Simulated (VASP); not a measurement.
Al, 1 atom in the cell. Symmetry: Im-3m, No. 229, cubic system. Conventional cell: a = 3.210 Å, b = 3.210 Å, c = 3.210 Å, α = 90.00°, β = 90.00°, γ = 90.00°. Al (site symmetry m-3m) has 14 Al at 2.78 to 3.21 Å within 3.7 Å. This isn't the form of Al at room conditions, which is fcc.

```yaml
Program: VASP 6.6.1
Task: relaxation of cell and atoms
Functional: PBEsol
Potentials_or_basis: VASP PAW PBE potentials, release 64 (Al)
Cutoff: 500 eV
k_mesh: 20 × 20 × 20
Occupations: fermi-dirac, width 0.05 eV
Spin: no spin polarisation
Target_pressure: 20 GPa
Dipole_correction: no
Further_INCAR_settings: ALGO = Normal; EDIFF = 1e-07; IBRION = 2; EDIFFG = -0.01; NSW = 60; ISIF = 3
```

Potentials or basis: VASP PAW PBE potentials, release 64 (Al).

The run is started by

```console
$ cat potpaw_PBE.64/Al/POTCAR > POTCAR
$ mpirun -np 1 vasp_std > vasp.out
```

Hardware: 1 thread of AMD EPYC 9R45 96-Core Processor (Zen 5), on a shared host.

Problem. Estimate the wall time of this run.

Solution. It took 26 s on 1 thread of AMD EPYC 9R45 96-Core Processor (Zen 5) (shared host), peak memory 0.1 GiB. Counts: scf iterations 36, k points 256, ion steps 6.
